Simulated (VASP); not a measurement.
Here is a VASP 6.6.1 calculation.

The input INCAR:

```
SYSTEM = Hf
  ALGO = Normal
  EDIFF = 1E-7
  EDIFFG = -0.01
  ENCUT = 500
  GGA = PS
  GGA_COMPAT = .False.
  IBRION = 2
  ISIF = 3
  ISMEAR = 0
  LASPH = .True.
  LCHARG = .False.
  LREAL = .False.
  LWAVE = .False.
  NELM = 120
  NELMIN = 4
  NSW = 60
  PREC = Accurate
  SIGMA = 0.05
```

Contents of KPOINTS:

```
k-points
0
Gamma
  13 13 13
  0 0 0
```

Contents of POSCAR:

```
Hf
1.0
    0.0000000000      3.0750000000      3.0750000000
    3.0750000000      0.0000000000      3.0750000000
    3.0750000000      3.0750000000      0.0000000000
Hf
2
Direct
    1.0000000000      1.0000000000      1.0000000000
    0.2500000000      0.2500000000      0.2500000000
```

Potentials or basis: VASP PAW PBE potentials, release 64 (Hf_pv).

The run is started by

```sh
$ cat potpaw_PBE.64/Hf_pv/POTCAR > POTCAR
$ mpirun -np 1 vasp_std > vasp.out
```

Estimate the relaxed cell.

a = 4.494 Å, b = 4.494 Å, c = 4.494 Å, α = 60.00°, β = 60.00°, γ = 60.00°.

Estimate the relaxed volume.

32.10 Å³/atom.

Estimate the space group after relaxing (to 0.1 Å).

Fd-3m (No. 227).

Predict the band gap on the k mesh.

zero (bands 10 and 11 overlap by 0.66 eV).

The path:
```csv
step,energy change (eV),largest force (eV/Å),pressure (GPa),volume (Å³)
1,0.0000,0.0000,2.98,58.15
2,-0.0494,0.0000,0.59,62.82
3,-0.0518,0.0000,-0.13,64.51
4,-0.0519,0.0000,0.01,64.19
```

Caveat: the PAW data sets were made with another functional, which shifts forces and pressure a little; spin-orbit coupling is left out, which moves the levels of the heavy elements.
